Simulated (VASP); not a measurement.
## ZrC: electric field gradients with PBE

ZrC:

```
Zr C
1.0
     0.00000    2.30321    2.35021
     2.30321    0.00000    2.35021
     2.30321    2.30321    0.00000
Zr C
1 1
Direct
  0.50000 0.50000 0.50000
  0.00000 0.00000 0.00000
```

This cell differs from its parent crystal: x and y stretched by -2 %, z held.

```yaml
Program: VASP 6.6.1
Task: electric field gradients
Functional: PBE
Potentials_or_basis: VASP PAW PBE potentials, release 64 (Zr_sv, C)
Cutoff: 520 eV
k_mesh: 15 × 15 × 15
Occupations: fermi-dirac, width 0.05 eV
Spin: no spin polarisation
Dipole_correction: no
Further_INCAR_settings: ALGO = Normal; EDIFF = 1e-08; NBANDS = 15
```

```json
{
 "Pressure": "11.6 GPa",
 "Band gap on the k mesh": "zero (bands 8 and 9 overlap by 1.37 eV)",
 "Largest electric field gradient by atom": "Zr +30.5; C +2.3 V/Å²"
}
```

Stress tensor (GPa, compression positive):
```
14.45  0.00  0.00
 0.00 14.45  0.00
 0.00  0.00  5.88
```

Levels at points of the mesh, in eV from the Fermi level:
```tsv
k point	band 5	band 6	band 7	band 8	band 9	band 10	band 11	band 12
(0.00, 0.00, 0.00)	-11.45	0.87	0.97	0.98	0.98	1.18	1.18	2.78
```

Electric field gradients, principal values (V/Å²):
```
atom    least   middle  greatest (by size)
1 Zr  -15.251  -15.251              30.502
 2 C   -1.135   -1.136               2.272
```

It took 51 s on 1 thread of AMD EPYC 9R45 96-Core Processor (Zen 5), with other jobs on the host, peak memory 0.19 GiB.

Caveat: the cell differs from its parent crystal (x and y stretched by -2 %, z held); the stress differs along the axes, from 6 to 14 GPa; without QUAD_EFG the Cq values of the log hold for a quadrupole moment of 1 mb, not for the nuclei.
